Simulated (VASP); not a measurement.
**Si3Au: single point with r2SCAN**

Crystal: Si3Au.

```
Si Au
1.0
     0.00000    3.20399    3.20399
     3.20399    0.00000    3.20399
     3.20399    3.20399    0.00000
Si Au
3 1
Direct
  0.50000 0.50000 0.50000
  0.25000 0.25000 0.25000
  0.75000 0.75000 0.75000
  0.00000 0.00000 0.00000
```

```yaml
Program: VASP 6.6.1
Task: single point
Functional: r2SCAN
Potentials_or_basis: VASP PAW PBE potentials, release 64 (Si, Au)
Cutoff: 520 eV
k_mesh: 5 × 5 × 5
Occupations: fermi-dirac, width 0.05 eV
Spin: non-collinear spin, zero start, spin-orbit coupling
Starting_moments: "[[0.0, 0.0, 0.0], [0.0, 0.0, 0.0], [0.0, 0.0, 0.0], [0.0, 0.0, 0.0]] μB"
```

| Quantity | Value |
| --- | --- |
| Pressure | -1.0 GPa |
| Net moment | 0.00 μB per cell |
| Valence electrons inside the program's atomic spheres | Si 1.54, 1.53 (each value once); Au 9.73 |

Moments on the atoms (μB; x, y, z):
```
Si  0.00 0.00 0.00
Si  0.00 0.00 0.00
Si  0.00 0.00 0.00
Au  0.00 0.00 0.00
```

Run time: 8.3 min on 1 thread of Oxide Virtual Turin-like Processor (shared host), peak memory 0.43 GiB.

Caveat: the PAW data sets were made with another functional, which shifts forces and pressure a little.
